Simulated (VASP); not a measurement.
A run of VASP 6.6.1:

The input POSCAR:

```
Al
1.0
   -2.4932008491      2.4932008491      1.3600870863
    2.4932008491     -2.4932008491      1.3600870863
    2.4932008491      2.4932008491     -1.3600870863
Al
2
Direct
    0.0000000000      0.0000000000      0.0000000000
    0.7500000000      0.2500000000      0.5000000000
```

INCAR.step1

```
PREC     = Accurate       # precision mode
ENCUT    = 600            # plane-wave cutoff, eV
ISMEAR   = 0              # smearing method
SIGMA    = 0.1            # smearing width, eV
LREAL    = False          # projectors in reciprocal space
LASPH    = True           # aspherical terms in the spheres
NELM     = 100            # most SCF steps
GGA      = PE             # functional
ALGO     = Normal         # electronic algorithm
EDIFF    = 1E-4           # SCF threshold, eV
LWAVE    = True           # write WAVECAR
LCHARG   = False          # write CHGCAR
```

Contents of INCAR.step2:

```
PREC     = Accurate       # precision mode
ENCUT    = 600            # plane-wave cutoff, eV
EDIFF    = 1E-7           # SCF threshold, eV
ISMEAR   = 0              # smearing method
SIGMA    = 0.1            # smearing width, eV
LREAL    = False          # projectors in reciprocal space
LASPH    = True           # aspherical terms in the spheres
NELM     = 100            # most SCF steps
ALGO     = Normal         # electronic algorithm
ISIF     = 3              # what is computed and relaxed
LWAVE    = False          # write WAVECAR
LCHARG   = False          # write CHGCAR
METAGGA  = R2SCAN         # meta-GGA
LMIXTAU  = True         
IBRION   = 2              # ionic algorithm
NSW      = 90             # ionic steps
EDIFFG   = -0.04          # ionic threshold
ISTART   = 1
```

The input KPOINTS:

```
Automatic mesh
0
Gamma
  8 8 8
```

Potentials or basis: VASP PAW PBE potentials, release 64 (Al).

Run with:

```bash
$ cat potpaw_PBE.64/Al/POTCAR > POTCAR
$ cp INCAR.step1 INCAR
$ mpirun -np 1 vasp_std > vasp.out
$ cp INCAR.step2 INCAR
$ mpirun -np 1 vasp_std > vasp.out
```

Hardware: 1 thread of Intel(R) Xeon(R) Platinum 8488C (Sapphire Rapids), with other jobs on the host.

How long does it take, and how much memory?

Wall time 5.4 min on 1 thread of Intel(R) Xeon(R) Platinum 8488C (Sapphire Rapids) (shared host), peak memory 0.17 GiB. Counts: k points 59, ion steps 7.
